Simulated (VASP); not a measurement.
Here is a VASP 6.6.1 calculation.

INCAR

```
  PREC = Accurate
  ENCUT = 520
  EDIFF = 1E-6
  ISMEAR = -1
  SIGMA = 0.05
  LREAL = False
  LASPH = True
  NELM = 100
  ALGO = Normal
  ISIF = 2
  LWAVE = False
  LCHARG = False
  GGA = PS
  NBANDS = 13
```

Contents of KPOINTS:

```
Automatic mesh
0
Gamma
  20 20 20
```

The input POSCAR:

```
Ru
1.0
   -1.3449923303      1.3449923303      1.3449923303
    1.3449923303     -1.3449923303      1.3449923303
    1.3449923303      1.3449923303     -1.3449923303
Ru
1
Direct
    0.0000000000      0.0000000000      0.0000000000
```

Potentials or basis: VASP PAW PBE potentials, release 64 (Ru_pv).

Launch:

```sh
$ cat potpaw_PBE.64/Ru_pv/POTCAR > POTCAR
$ mpirun -np 1 vasp_std > vasp.out
```

(1) What does it give for the band gap on the k mesh?

(2) What does it give for the pressure?

## Answers

(1) zero (bands 7 and 8 overlap by 6.69 eV).

(2) 243.0 GPa.

Caveat: the cell stands under pressure; the PAW data sets were made with another functional, which shifts forces and pressure a little.
